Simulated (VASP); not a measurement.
# HfMoC2 (P4/mmm) in VASP: a series of runs

The runs below take HfMoC2 through single point, with LDA.

Program: VASP 6.6.1. These are calculated values, not measurements. Logs are shortened: lines on timing, memory, paths and dates and some standing lists are left out, and cuts for length are marked.

### Step 1. The cell of the first run

It takes space group P4/mmm (No. 123, tetragonal). The conventional cell has a = 3.191 Å, b = 3.191 Å, c = 4.485 Å, α = 90.00°, β = 90.00°, γ = 90.00°. Within 3.0 Å of Hf (site symmetry 4/mmm) lie 6 C at 2.24 to 2.26 Å. Within 3.0 Å of Mo (site symmetry 4/mmm) lie 6 C at 2.24 to 2.26 Å. Within 3.0 Å of C (site symmetry 4/mmm) lie 2 Mo at 2.24 Å and 4 Hf at 2.26 Å. C (site symmetry 4/mmm) has 2 Hf at 2.24 Å and 4 Mo at 2.26 Å within 3.0 Å.

### Step 2. Single point, LDA

Contents of INCAR:

```
ALGO     = Normal         # electronic algorithm
EDIFF    = 1E-6           # SCF threshold, eV
ENCUT    = 520            # plane-wave cutoff, eV
GGA      = CA             # functional
ISIF     = 2              # what is computed and relaxed
ISMEAR   = -1             # smearing method
LASPH    = True           # aspherical terms in the spheres
LCHARG   = False          # write CHGCAR
LREAL    = False          # projectors in reciprocal space
LWAVE    = False          # write WAVECAR
NBANDS   = 24             # bands
NELM     = 60             # most SCF steps
PREC     = Accurate       # precision mode
SIGMA    = 0.05           # smearing width, eV
```

Contents of KPOINTS:

```
k-points
0
Gamma
  8 8 6
```

Contents of POSCAR:

```
HfMoC2
1.0
    3.1914230000      0.0000000000      0.0000000000
    0.0000000000      3.1914230000      0.0000000000
    0.0000000000      0.0000000000      4.4851640000
Hf Mo C
1 1 2
Direct
    0.0000000000      0.0000000000      0.0000000000
    0.5000000000      0.5000000000      0.5000000000
    0.5000000000      0.5000000000      0.0000000000
    0.0000000000      0.0000000000      0.5000000000
```

Potentials or basis: VASP PAW LDA potentials, release 64 (Hf_pv, Mo_sv, C).

Command:

```sh
cat potpaw_LDA.64/Hf_pv/POTCAR potpaw_LDA.64/Mo_sv/POTCAR potpaw_LDA.64/C/POTCAR > POTCAR
mpirun -np 1 vasp_std > vasp.out
```

OUTCAR:

```text
EDIFF = 1E-6
   ENCUT = 520
   GGA = CA
   ISIF = 2
   ISMEAR = -1
   LASPH = True
   LREAL = False
   NELM = 60
   PREC = Accurate

 ion  position               nearest neighbor table
   1  0.000  0.000  0.000-   4 2.24   4 2.24   3 2.26   3 2.26   3 2.26   3 2.26   2 3.18   2 3.18
                             2 3.18   2 3.18   2 3.18   2 3.18   2 3.18   2 3.18
   2  0.500  0.500  0.500-   3 2.24   3 2.24   4 2.26   4 2.26   4 2.26   4 2.26   1 3.18   1 3.18
                             1 3.18   1 3.18   1 3.18   1 3.18   1 3.18   1 3.18
   3  0.500  0.500  0.000-   2 2.24   2 2.24   1 2.26   1 2.26   1 2.26   1 2.26
   4  0.000  0.000  0.500-   1 2.24   1 2.24   2 2.26   2 2.26   2 2.26   2 2.26

  LATTYP: Found a simple tetragonal cell.
 ALAT       =     3.1914230000
 C/A-ratio  =     1.4053806092

  Lattice vectors:

 A1 = (   3.1914230000,   0.0000000000,   0.0000000000)
 A2 = (   0.0000000000,   3.1914230000,   0.0000000000)
 A3 = (   0.0000000000,   0.0000000000,   4.4851640000)

Analysis of symmetry for initial positions (statically):
=====================================================================
 Subroutine PRICEL returns:
 Original cell was already a primitive cell.

 Routine SETGRP: Setting up the symmetry group for a
 simple tetragonal supercell.

 Subroutine GETGRP returns: Found 16 space group operations
 (whereof 16 operations were pure point group operations)
 out of a pool of 16 trial point group operations.

The static configuration has the point symmetry D_4h.

Analysis of symmetry for dynamics (positions and initial velocities):
=====================================================================
 Subroutine PRICEL returns:
 Original cell was already a primitive cell.

 Routine SETGRP: Setting up the symmetry group for a
 simple tetragonal supercell.

 Subroutine GETGRP returns: Found 16 space group operations
 (whereof 16 operations were pure point group operations)
 out of a pool of 16 trial point group operations.

The dynamic configuration has the point symmetry D_4h.

 Subroutine INISYM returns: Found 16 space group operations
 (whereof 16 operations are pure point group operations),
 and found     1 'primitive' translations

----------------------------------------------------------------------------------------

                                     Primitive cell

  volume of cell :      45.6822

  direct lattice vectors                    reciprocal lattice vectors
     3.191423000  0.000000000  0.000000000     0.313339849  0.000000000  0.000000000
     0.000000000  3.191423000  0.000000000     0.000000000  0.313339849  0.000000000
     0.000000000  0.000000000  4.485164000     0.000000000  0.000000000  0.222957288

  length of vectors
     3.191423000  3.191423000  4.485164000     0.313339849  0.313339849  0.222957288

  position of ions in fractional coordinates (direct lattice)
     0.000000000  0.000000000  0.000000000
     0.500000000  0.500000000  0.500000000
     0.500000000  0.500000000  0.000000000
     0.000000000  0.000000000  0.500000000

  ion indices of the primitive-cell ions
   primitive index   ion index
                 1           1
                 2           2
                 3           3
                 4           4

----------------------------------------------------------------------------------------

 KPOINTS: k-points

Automatic generation of k-mesh.
 Grid dimensions read from file:
 generate k-points for:    8    8    6

 Generating k-lattice:

  Cartesian coordinates                     Fractional coordinates (reciprocal lattice)
     0.039167481  0.000000000  0.000000000     0.125000000  0.000000000  0.000000000
     0.000000000  0.039167481  0.000000000     0.000000000  0.125000000  0.000000000
     0.000000000  0.000000000  0.037159548     0.000000000  0.000000000  0.166666667

  Length of vectors
     0.039167481  0.039167481  0.037159548

  Shift w.r.t. Gamma in fractional coordinates (k-lattice)
     0.000000000  0.000000000  0.000000000

 Subroutine IBZKPT returns following result:
 ===========================================

 Found     60 irreducible k-points:

 Following reciprocal coordinates:
            Coordinates               Weight
  0.000000  0.000000  0.000000      1.000000
  0.125000  0.000000  0.000000      4.000000
  0.250000  0.000000  0.000000      4.000000
  0.375000  0.000000  0.000000      4.000000
  0.500000  0.000000  0.000000      2.000000
  0.125000  0.125000  0.000000      4.000000
[... 16 lines left out ...]
  0.375000  0.125000  0.166667     16.000000
  0.500000  0.125000  0.166667      8.000000
 [... further k-points ...]
   k-points           NKPTS =     60   k-points in BZ     NKDIM =     60   number of bands    NBANDS=     24
   number of dos      NEDOS =    301   number of ions     NIONS =      4
   total plane-waves  NPLWV =  20736
   dimension x,y,z NGX =    24 NGY =   24 NGZ =   36
   dimension x,y,z NGXF=    48 NGYF=   48 NGZF=   72
   ions per type =               1   1   2
   NGX,Y,Z   is equivalent  to a cutoff of  12.50, 12.50, 13.34 a.u.
   NGXF,Y,Z  is equivalent  to a cutoff of  25.00, 25.00, 26.69 a.u.
 SYSTEM =  unknown system
   PREC   = accura    normal or accurate (medium, high low for compatibility)
   ISTART =      0    job   : 0-new  1-cont  2-samecut
   ICHARG =      2    charge: 1-file 2-atom 10-const
   ISPIN  =      1    spin polarized calculation?
   LNONCOLLINEAR =      F non collinear calculations
   LSORBIT =      F    spin-orbit coupling
   LASPH  =      T    aspherical Exc in radial PAW
   ENCUT  =  520.0 eV  38.22 Ry    6.18 a.u.   5.93  5.93  8.34*2*pi/ulx,y,z
   NELM   =     60;   NELMIN=  2; NELMDL= -5     # of ELM steps
   EDIFF  = 0.1E-05   stopping-criterion for ELM
   LREAL  =      F    real-space projection
   EDIFFG = 0.1E-04   stopping-criterion for IOM
   NSW    =      0    number of steps for IOM
   IBRION =     -1    ionic relax: 0-MD 1-quasi-New 2-CG
   NFREE  =      0    steps in history (QN), initial steepest desc. (CG)
   ISIF   =      2    stress and relaxation
   ISYM   =      2    0-nonsym 1-usesym 2-fastsym
   POTIM  = 0.5000    time-step for ionic-motion
   TEBEG  =    0.0;   TEEND  =   0.0 temperature during run
   PSTRESS=    0.0 pullay stress
   NELECT =      32.0000    total number of electrons
   NUPDOWN=      -1.0000    fix difference up-down
   EMIN   =  10.00;   EMAX   =-10.00  energy-range for DOS
   EFERMI =   0.00;   METHOD = LEGACY
   ISMEAR =    -1;   SIGMA  =   0.05  broadening in eV -4-tet -1-fermi 0-gaus
   EFERMI_NEDOS =   21; number of points for ismear=-14 and -15
   IALGO  =     38    algorithm
   IMIX   =      4    mixing-type and parameters
     AMIX     =   0.40;   BMIX     =  1.00
     AMIX_MAG =   1.60;   BMIX_MAG =  1.00
  volume/ion in A,a.u.               =      11.42        77.07
  Fermi-wavevector in a.u.,A,eV,Ry     =   1.453927  2.747523 28.761388  2.113902
  Thomas-Fermi vector in A             =   2.571136
   LORBIT       =      0    0 simple, 1 ext, 2 COOP (PROOUT), +10 PAW based schemes
   GGA     = CA    functional components
   LHFCALC =     F    Hartree Fock is set to
   AEXX    =    0.0000 exact exchange contribution
   IVDW    =     0    specifies the selected vdW correction
   LEPSILON=     F    determine dielectric tensor
   LRPA    =     F    only Hartree local field effects (RPA)
 non-spin polarized calculation
  energy-cutoff  :      520.00
  volume of cell :       45.68
 maximum number of plane-waves:      1272
 NGX is ok and might be reduce to    24
   NGX = 11   NGY = 11   NGZ = 17

 number of electron      32.0000000 magnetization

 Free energy of the ion-electron system (eV)
  ---------------------------------------------------
  ext. energy  EPLUGINS =         0.00000000
  ---------------------------------------------------
  free energy    TOTEN  =       -44.86044012 eV

  energy without entropy =      -44.84825030  energy(sigma->0) =      -44.85434521

 E-fermi :   9.2873     XC(G=0): -13.1099

 val. band max:        9.2741913665   @ k =   0.5000   0.0000   0.1667
 cond. band min:       9.3128595102   @ k =   0.1250   0.1250   0.5000
 fundamental gap:      0.0386681437
 Fermi energy:         9.2873182039

 k-point     1 :       0.0000    0.0000    0.0000
  band No.  band energies     occupation
      1     -52.3564      2.00000
      2     -26.6017      2.00000
      3     -26.5388      2.00000
      4     -26.5388      2.00000
      5     -20.9112      2.00000
      6     -20.6063      2.00000
[... 16 lines left out ...]
     23      13.8132      0.00000
     24      13.8132      0.00000

 k-point     2 :       0.1250    0.0000    0.0000
  band No.  band energies     occupation
      1     -52.3537      2.00000
      2     -26.5965      2.00000
      3     -26.5763      2.00000
      4     -26.5339      2.00000
      5     -20.9071      2.00000
      6     -20.6865      2.00000
[... 16 lines left out ...]
     23      13.7860      0.00000
     24      14.6358      0.00000

 k-point     3 :       0.2500    0.0000    0.0000
  band No.  band energies     occupation
      1     -52.3472      2.00000
      2     -26.6661      2.00000
      3     -26.5841      2.00000
      4     -26.5220      2.00000
      5     -20.8971      2.00000
      6     -20.8751      2.00000
[... 16 lines left out ...]
     23      13.7163      0.00000
     24      16.4916      0.00000

 k-point     4 :       0.3750    0.0000    0.0000
  band No.  band energies     occupation
      1     -52.3408      2.00000
      2     -26.7545      2.00000
      3     -26.5715      2.00000
      4     -26.5101      2.00000
      5     -21.0566      2.00000
      6     -20.8871      2.00000
[... 16 lines left out ...]
     23      15.4065      0.00000
     24      16.0592      0.00000

 k-point     5 :       0.5000    0.0000    0.0000
  band No.  band energies     occupation
      1     -52.3381      2.00000
      2     -26.7908      2.00000
      3     -26.5663      2.00000
      4     -26.5052      2.00000
      5     -21.1299      2.00000
      6     -20.8830      2.00000
[... 451 lines left out ...]
 k-point    22 :       0.2500    0.1250    0.1667
  band No.  band energies     occupation
      1     -52.3446      2.00000
      2     -26.6618      2.00000
      3     -26.5811      2.00000
      4     -26.5592      2.00000
      5     -20.8972      2.00000
      6     -20.8588      2.00000
[... 16 lines left out ...]
     23      14.1618      0.00000
     24      16.4496      0.00000

 k-point    23 :       0.3750    0.1250    0.1667
  band No.  band energies     occupation
      1     -52.3381      2.00000
      2     -26.7507      2.00000
      3     -26.5707      2.00000
      4     -26.5471      2.00000
      5     -21.0373      2.00000
      6     -20.8812      2.00000
[... 16 lines left out ...]
     23      15.0165      0.00000
     24      17.1940      0.00000

 k-point    24 :       0.5000    0.1250    0.1667
  band No.  band energies     occupation
      1     -52.3354      2.00000
      2     -26.7871      2.00000
      3     -26.5664      2.00000
      4     -26.5420      2.00000
      5     -21.1088      2.00000
      6     -20.8753      2.00000
[... 16 lines left out ...]
     23      15.4876      0.00000
     24      17.1391      0.00000

 [... further k-points ...]
[... 5 lines left out ...]
  --------------------------------------------------------------------------------------
  -------------------------------------------------------------------------------------
  Total       -3.4458366     -3.4458366     -4.7059625      0.0000000      0.0000000     -0.0000000
  in kB     -120.8532101   -120.8532101   -165.0486506      0.0000000      0.0000000     -0.0000000
  external PRESSURE =    -135.5850236 kB  Pullay stress =       0.0000000 kB

 VOLUME and BASIS-vectors are now :
 -----------------------------------------------------------------------------
  energy-cutoff  :      520.00
  volume of cell :       45.68
      direct lattice vectors                 reciprocal lattice vectors
     3.191423000  0.000000000  0.000000000     0.313339849  0.000000000  0.000000000
     0.000000000  3.191423000  0.000000000     0.000000000  0.313339849  0.000000000
     0.000000000  0.000000000  4.485164000     0.000000000  0.000000000  0.222957288

 POSITION                                       TOTAL-FORCE (eV/Angst)
 -----------------------------------------------------------------------------------
      0.00000      0.00000      0.00000         0.000000      0.000000      0.000000
      1.59571      1.59571      2.24258         0.000000      0.000000      0.000000
      1.59571      1.59571      0.00000         0.000000      0.000000      0.000000
      0.00000      0.00000      2.24258         0.000000      0.000000      0.000000
 -----------------------------------------------------------------------------------
    total drift:                                0.000000     -0.000000     -0.000000

  FREE ENERGIE OF THE ION-ELECTRON SYSTEM (eV)
  ---------------------------------------------------
  free  energy   TOTEN  =       -44.8604401189 eV

  energy  without entropy=      -44.8482502982  energy(sigma->0) =      -44.85434521
```

It took 85 s on 1 thread of AMD EPYC 7R43 (Zen 3), shared host; peak memory 0.15 GiB.

What came out:

```yaml
Free_energy: -44.8604 eV
Pressure: -13.6 GPa
Band_gap_on_the_k_mesh: zero (band 16 reaches 10.41 eV, above the bottom of band 17 at 7.85 eV)
```

Stress tensor (GPa, compression positive):
```
-12.09   0.00   0.00
  0.00 -12.09   0.00
  0.00   0.00 -16.50
```

Caveat: spin-orbit coupling is left out, which moves the levels of the heavy elements.

### Step 3. Single point, LDA

This run uses another cell than the first one, of 11.65 Å³/atom, 1.020 times its volume.

Contents of INCAR:

```
PREC = Accurate ; ENCUT = 520
EDIFF = 1E-6 ; ISMEAR = -1
SIGMA = 0.05 ; LREAL = False
LASPH = True ; NELM = 60
ALGO = Normal ; ISIF = 2
LWAVE = False ; LCHARG = False
NBANDS = 24
```

Contents of KPOINTS:

```
regular mesh
0
Gamma
  8 8 6
```

Contents of POSCAR:

```
HfMoC2
1.0
    3.2125588676      0.0000000000      0.0000000000
    0.0000000000      3.2125588676      0.0000000000
    0.0000000000      0.0000000000      4.5148679385
Hf Mo C
1 1 2
Direct
    0.0000000000      0.0000000000      0.0000000000
    0.5000000000      0.5000000000      0.5000000000
    0.5000000000      0.5000000000      0.0000000000
    0.0000000000      0.0000000000      0.5000000000
```

Potentials or basis: VASP PAW LDA potentials, release 64 (Hf_pv, Mo_sv, C).

Command:

```sh
cat potpaw_LDA.64/Hf_pv/POTCAR potpaw_LDA.64/Mo_sv/POTCAR potpaw_LDA.64/C/POTCAR > POTCAR
mpirun -np 1 vasp_std > vasp.out
```

Wall time 80 s (1 thread of AMD EPYC 7R43 (Zen 3), shared host); peak memory 0.15 GiB.

Results (log left out):

* Free energy: -44.7695 eV
* Pressure: -18.4 GPa
* Band gap on the k mesh: zero (band 16 reaches 10.13 eV, above the bottom of band 17 at 7.68 eV)

Stress tensor (GPa, compression positive):
```
-16.96   0.00   0.00
  0.00 -16.96   0.00
  0.00   0.00 -21.26
```

Levels at points of the mesh, in eV from the Fermi level:
```tsv
k point	band 13	band 14	band 15	band 16	band 17	band 18	band 19	band 20
(0.00, 0.00, 0.00)	-1.32	-1.16	-1.16	-0.39	-0.39	0.10	0.13	0.13
(0.50, 0.00, 0.00)	-4.15	-3.69	-3.59	-0.40	0.92	2.16	3.06	3.16
(0.50, 0.50, 0.00)	-3.75	-1.22	-1.00	-1.00	-0.91	1.04	1.35	2.42
(0.00, 0.00, 0.50)	-2.13	-2.13	-1.67	-1.67	-1.37	-0.28	2.05	2.05
(0.50, 0.00, 0.50)	-5.03	-4.24	-4.16	0.97	1.05	1.70	4.37	5.15
(0.50, 0.50, 0.50)	-4.11	-4.08	-4.08	1.08	1.08	1.35	3.03	3.03
```

Caveat: spin-orbit coupling is left out, which moves the levels of the heavy elements.

(Continued in part 2 of 2.)
